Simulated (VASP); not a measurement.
## Lu: single point with PBE

Crystal: Lu.

```xyz
3
Lattice="1.5602 0.9008 7.6051 -1.5602 0.9008 7.6051 0.0000 -1.8015 7.6051" Properties=species:S:1:pos:R:3 pbc="T T T"
Lu    0.0000    0.0000    0.0000
Lu    0.0000    0.0000   17.7573
Lu    0.0000    0.0000    5.0579
```

| Quantity | Value |
| --- | --- |
| Program | VASP 6.6.1 |
| Task | single point |
| Functional | PBE |
| Potentials or basis | VASP PAW PBE potentials, release 64 (Lu) |
| Cutoff | 520 eV |
| k mesh | 10 × 10 × 10 |
| Occupations | fermi-dirac, width 0.05 eV |
| Spin | no spin polarisation |
| Dipole correction | no |
| Further INCAR settings | ALGO = Normal; EDIFF = 1e-06; NBANDS = 44 |

- Pressure: 23.8 GPa
- Largest force: 0.186 eV/Å
- Band gap on the k mesh: zero (an odd number of electrons rules out a gap without spin polarisation)

Forces on the atoms (eV/Å):
```
Lu   0.000  0.000  0.000
Lu   0.000  0.000 -0.186
Lu   0.000  0.000  0.186
```

Stress tensor (GPa, compression positive):
```
24.64  0.00  0.00
 0.00 24.64  0.00
 0.00  0.00 22.18
```

Levels at points of the mesh, in eV from the Fermi level:
| k point | band 35 | band 36 | band 37 | band 38 | band 39 | band 40 | band 41 | band 42 |
| --- | --- | --- | --- | --- | --- | --- | --- | --- |
| (0.00, 0.00, 0.00) | -3.74 | -3.71 | 0.88 | 1.03 | 2.27 | 2.27 | 2.55 | 2.57 |
| (0.50, 0.00, 0.00) | -2.40 | -2.17 | -1.01 | -0.83 | 0.77 | 1.47 | 2.18 | 2.92 |
| (0.50, 0.50, 0.00) | -2.36 | -2.32 | -1.36 | 0.04 | 0.50 | 1.79 | 2.27 | 2.96 |
| (0.50, 0.50, 0.50) | -4.42 | -3.11 | 1.60 | 1.63 | 1.75 | 2.27 | 2.27 | 2.66 |

Run time: 25 min on 1 thread of Intel(R) Xeon(R) Platinum 8559C (Emerald Rapids), with other jobs on the host, peak memory 0.65 GiB.

Caveat: the cell stands under pressure; spin-orbit coupling is left out, which moves the levels of the heavy elements.
